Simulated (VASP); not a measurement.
## MoS2: single point with LDA

MoS2, a sheet with vacuum:

```
S Mo
1.0
     3.16000    0.00000    0.00000
    -1.58000    2.73664    0.00000
     0.00000    0.00000   42.35400
S Mo
4 2
Direct
  0.66667 0.33333 0.21486
  0.66667 0.33333 0.28757
  0.33333 0.66667 0.35645
  0.33333 0.66667 0.42917
  0.33333 0.66667 0.25118
  0.66667 0.33333 0.39285
```

```json
{
 "Program": "VASP 6.6.1",
 "Task": "single point",
 "Functional": "LDA",
 "Potentials or basis": "VASP PAW LDA potentials, release 64 (S, Mo_sv)",
 "Cutoff": "520 eV",
 "k mesh": "12 × 12 × 1",
 "Occupations": "gaussian, width 0.02 eV",
 "Spin": "no spin polarisation",
 "Dipole correction": "yes",
 "Further INCAR settings": "ALGO = Normal; EDIFF = 1e-06; NBANDS = 35"
}
```

```
Largest force          : 0.019 eV/Å
Band gap on the k mesh : 1.04 eV, indirect (least direct gap 1.67 eV)
```

Forces on the atoms (eV/Å):
```
S    0.000  0.000 -0.019
S    0.000  0.000  0.015
S    0.000  0.000 -0.015
S    0.000  0.000  0.019
Mo   0.000  0.000  0.003
Mo   0.000  0.000 -0.003
```

Levels at points of the mesh, in eV from the valence-band top:
```csv
k point,band 23,band 24,band 25,band 26,band 27,band 28,band 29,band 30
"(0.00, 0.00, 0.00)",-2.19,-1.80,-0.79,0.00,2.18,2.18,2.20,2.20
"(0.50, 0.00, 0.00)",-1.67,-1.55,-1.32,-1.24,1.65,1.68,2.13,2.28
```

Run time: 9.4 min on 1 thread of AMD EPYC 7R13, with other jobs on the host, peak memory 0.42 GiB.
